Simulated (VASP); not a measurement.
GaSnP:

```
Ga Sn P
1.0
     3.01850    0.00000    0.00000
    -1.50925    2.61410    0.00000
     0.00000    0.00000    8.02307
Ga Sn P
1 1 1
Direct
  0.00000 0.00000 0.14346
  0.00000 0.00000 0.50590
  0.00000 0.00000 0.83833
```

```yaml
Program: VASP 6.6.1
Task: relaxation of cell and atoms
Functional: PBE
Potentials_or_basis: VASP PAW PBE potentials, release 64 (Ga_d, Sn_d, P)
Cutoff: 600 eV
k_mesh: 18 × 18 × 6
Occupations: gaussian, width 0.1 eV
Spin: no spin polarisation
```

At the start: pressure 1.0 GPa; volume 21.10 Å³/atom.

Task: How do energy, volume and symmetry change on relaxing?

Result: Over 9 steps the energy falls by 6.7 meV/atom and the volume is 21.37 Å³/atom (+1.3 %); space group P6mm (No. 183, to 0.05 Å).

The path:
| step | energy change (eV) | largest force (eV/Å) | pressure (GPa) | volume (Å³) |
| --- | --- | --- | --- | --- |
| 1 | 0.0000 | 0.2512 | 0.97 | 63.31 |
| 2 | -0.0191 | 0.0336 | -0.29 | 64.47 |
| 3 | -0.0195 | 0.0655 | -0.14 | 64.32 |
| 4 | -0.0195 | 0.0599 | -0.20 | 64.34 |
| 5 | -0.0198 | 0.0379 | -0.02 | 64.15 |
| 6 | -0.0199 | 0.0226 | 0.08 | 64.03 |
| 7 | -0.0201 | 0.0150 | 0.04 | 64.05 |
| 8 | -0.0201 | 0.0159 | 0.05 | 64.05 |
| 9 | -0.0201 | 0.0036 | -0.03 | 64.12 |

Final structure:
```
Ga Sn P
1.0
     3.00936    0.00000    0.00000
    -1.50468    2.60619    0.00000
     0.00000    0.00000    8.17505
Ga Sn P
1 1 1
Direct
  0.00000 0.00000 0.14594
  0.00000 0.00000 0.50377
  0.00000 0.00000 0.83799
```
